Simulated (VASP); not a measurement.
Input of a VASP 6.6.1 run:

File INCAR:

```
SYSTEM = HfN
PREC     = Accurate       ! precision mode
ENCUT    = 520            ! plane-wave cutoff, eV
EDIFF    = 1E-6           ! SCF threshold, eV
ISMEAR   = 0              ! smearing method
SIGMA    = 0.05           ! smearing width, eV
LREAL    = .FALSE.        ! projectors in reciprocal space
LASPH    = .TRUE.         ! aspherical terms in the spheres
NELM     = 60             ! most SCF steps
ALGO     = Normal         ! electronic algorithm
ISIF     = 2              ! what is computed and relaxed
LWAVE    = .FALSE.        ! write WAVECAR
LCHARG   = .FALSE.        ! write CHGCAR
GGA      = CA             ! functional
NBANDS   = 14             ! bands
```

KPOINTS

```
Automatic mesh
0
G
  9 9 9
  0 0 0
```

File POSCAR:

```
HfN
1.0
    0.0000000000      2.2339284452      2.2339284452
    2.2339284452      0.0000000000      2.2339284452
    2.2339284452      2.2339284452      0.0000000000
Hf N
1 1
Direct
    0.0000000000      0.0000000000      0.0000000000
    0.5000000000      0.5000000000      0.5000000000
```

Potentials or basis: VASP PAW LDA potentials, release 64 (Hf_pv, N).

The run is started by

```console
$ cat potpaw_LDA.64/Hf_pv/POTCAR potpaw_LDA.64/N/POTCAR > POTCAR
$ mpirun -np 1 vasp_std > vasp.out
```

Problem. What does it give for the band gap on the k mesh?

Solution. Zero (an odd number of electrons rules out a gap without spin polarisation).

Problem. What does it give for the pressure?

Solution. -1.2 GPa.

Caveat: spin-orbit coupling is left out, which moves the levels of the heavy elements.
